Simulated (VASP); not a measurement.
## Ga5P6: single point with PBE

System: Ga5P6, a slab with vacuum.

```xyz
11
Lattice="3.8541 0.0000 0.0000 0.0000 3.8541 0.0000 0.0000 0.0000 30.6263" Properties=species:S:1:pos:R:3 pbc="T T T"
P     0.0000    1.9270    8.5000
P     1.9270    0.0000   11.2253
P     0.0000    1.9270   13.9505
P     1.9270    0.0000   16.7406
P     0.0000    1.9270   19.5126
P     1.9270    0.0000   22.2904
Ga    1.9270    1.9270    9.8626
Ga    0.0000    0.0000   12.5879
Ga    1.9270    1.9270   15.3497
Ga    0.0000    0.0000   18.1398
Ga    1.9270    1.9270   20.9349
```

```yaml
Program: VASP 6.6.1
Task: single point
Functional: PBE
Potentials_or_basis: VASP PAW PBE potentials, release 64 (P, Ga_d)
Cutoff: 520 eV
k_mesh: 7 × 7 × 1
Occupations: gaussian, width 0.05 eV
Spin: no spin polarisation
Dipole_correction: yes
Further_INCAR_settings: ALGO = Fast; EDIFF = 1e-06; NBANDS = 58
```

```yaml
Largest_force: 0.380 eV/Å
Band_gap_on_the_k_mesh: zero (an odd number of electrons rules out a gap without spin polarisation)
```

Forces in eV/Å, atoms in the order of the input:
```
P    0.000  0.000  0.004
P    0.000  0.000  0.218
P    0.000  0.000  0.239
P    0.000  0.000 -0.020
P    0.000  0.000 -0.026
P    0.000  0.000 -0.020
Ga   0.000  0.000 -0.380
Ga   0.000  0.000 -0.082
Ga   0.000  0.000  0.011
Ga   0.000  0.000  0.026
Ga   0.000  0.000  0.030
```

Levels at points of the mesh, in eV from the Fermi level:
| k point | band 44 | band 45 | band 46 | band 47 | band 48 | band 49 | band 50 | band 51 |
| --- | --- | --- | --- | --- | --- | --- | --- | --- |
| (0.00, 0.00, 0.00) | -0.46 | 0.04 | 0.06 | 0.23 | 1.18 | 1.19 | 1.93 | 2.00 |

Run time: 8.5 min on 1 thread of Oxide Virtual Turin-like Processor, with other jobs on the host, peak memory 0.65 GiB.
